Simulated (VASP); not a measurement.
BaS, 2 atoms in the cell. The structure is cubic, space group Fm-3m (No. 225). The conventional cell has a = 5.923 Å, b = 5.923 Å, c = 5.923 Å, α = 90.00°, β = 90.00°, γ = 90.00°. Ba (site symmetry m-3m) has 6 S at 2.96 Å within 3.9 Å. Within 3.9 Å of S (site symmetry m-3m) lie 6 Ba at 2.96 Å. 

| Quantity | Value |
| --- | --- |
| Program | VASP 6.6.1 |
| Task | single point |
| Functional | RPBE |
| Dispersion | D3(BJ) |
| Potentials or basis | VASP PAW PBE potentials, release 64 (Ba_sv, S) |
| Cutoff | 520 eV |
| k mesh | 7 × 7 × 7 |
| Occupations | fermi-dirac, width 0.05 eV |
| Spin | no spin polarisation |
| Dipole correction | no |
| Further INCAR settings | ALGO = Normal; EDIFF = 1e-06; NBANDS = 15 |

Potentials or basis: VASP PAW PBE potentials, release 64 (Ba_sv, S).

Command:

```console
$ cat potpaw_PBE.64/Ba_sv/POTCAR potpaw_PBE.64/S/POTCAR > POTCAR
$ mpirun -np 1 vasp_std > vasp.out
```

Hardware: 1 thread of Intel Xeon 6975P-C, on a shared host.

Estimate the wall time of this run.

It took 8.9 s on 1 thread of Intel Xeon 6975P-C, on a shared host, peak memory 0.19 GiB. Counts: scf iterations 12, k points 20.
